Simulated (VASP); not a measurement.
A run of VASP 6.6.1 is set up as follows.

The input INCAR:

```
PREC     = Accurate       # precision mode
ENCUT    = 520            # plane-wave cutoff, eV
EDIFF    = 1E-7           # SCF threshold, eV
ISMEAR   = -1             # smearing method
SIGMA    = 0.1            # smearing width, eV
LREAL    = False          # projectors in reciprocal space
LASPH    = True           # aspherical terms in the spheres
NELM     = 80             # most SCF steps
ALGO     = Normal         # electronic algorithm
ISIF     = 2              # what is computed and relaxed
LWAVE    = False          # write WAVECAR
LCHARG   = False          # write CHGCAR
GGA      = PE             # functional
NBANDS   = 22             # bands
```

KPOINTS

```
regular mesh
0
Gamma
  12 12 6
```

File POSCAR:

```
Bi
1.0
    3.6339545408      0.0000000000      0.0000000000
   -1.8169772704      3.1470969485      0.0000000000
    0.0000000000      0.0000000000      5.9740293242
Bi
2
Direct
    0.3333333333      0.6666666667      0.2500000000
    0.6666666667      0.3333333333      0.7500000000
```

Potentials or basis: VASP PAW PBE potentials, release 64 (Bi_d).

The run is started by

```console
$ cat potpaw_PBE.64/Bi_d/POTCAR > POTCAR
$ mpirun -np 1 vasp_std > vasp.out
```

Q: Predict the pressure.

A: -3.5 GPa.

Q: Estimate the band gap on the k mesh.

A: Zero (band 15 reaches 10.53 eV, above the bottom of band 16 at 4.39 eV).

Stress tensor (GPa, compression positive):
```
-3.78  0.00  0.00
 0.00 -3.78  0.00
 0.00  0.00 -2.94
```

Caveat: spin-orbit coupling is left out, which moves the levels of the heavy elements.
